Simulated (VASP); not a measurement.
A run of VASP 6.6.1:

File INCAR:

```
SYSTEM = SnO2
  PREC = Accurate
  ENCUT = 520
  EDIFF = 1E-6
  ISMEAR = 0
  SIGMA = 0.02
  LREAL = .FALSE.
  LASPH = .TRUE.
  NELM = 100
  ALGO = Normal
  ISIF = 2
  LWAVE = .FALSE.
  LCHARG = .FALSE.
  GGA = PS
  NBANDS = 35
```

KPOINTS

```
regular mesh
0
G
  6 6 8
  0 0 0
```

File POSCAR:

```
SnO2
1.0
    4.8640307967      0.0000000000      0.0000000000
    0.0000000000      4.8654671216      0.0000000000
    0.0000000000      0.0000000000      3.1734353916
Sn O
2 4
Direct
    0.5000000000      0.5000000000      0.5000000000
    0.0000000000      0.0000000000      0.0000000000
    0.3062100025      0.3063470845      0.0000000000
    0.8062100025      0.1936529155      0.5000000000
    0.1937899975      0.8063470845      0.5000000000
    0.6937899975      0.6936529155      0.0000000000
```

Potentials or basis: VASP PAW PBE potentials, release 64 (Sn_d, O).

Launch:

```console
$ cat potpaw_PBE.64/Sn_d/POTCAR potpaw_PBE.64/O/POTCAR > POTCAR
$ mpirun -np 1 vasp_std > vasp.out
```

Hardware: 1 thread of Intel(R) Xeon(R) Platinum 8488C (Sapphire Rapids), with other jobs on the host.

Question: Estimate the wall time of this run.

Answer: It took 96 s on 1 thread of Intel(R) Xeon(R) Platinum 8488C (Sapphire Rapids), on a shared host, peak memory 0.29 GiB. Counts: scf iterations 12, k points 80.
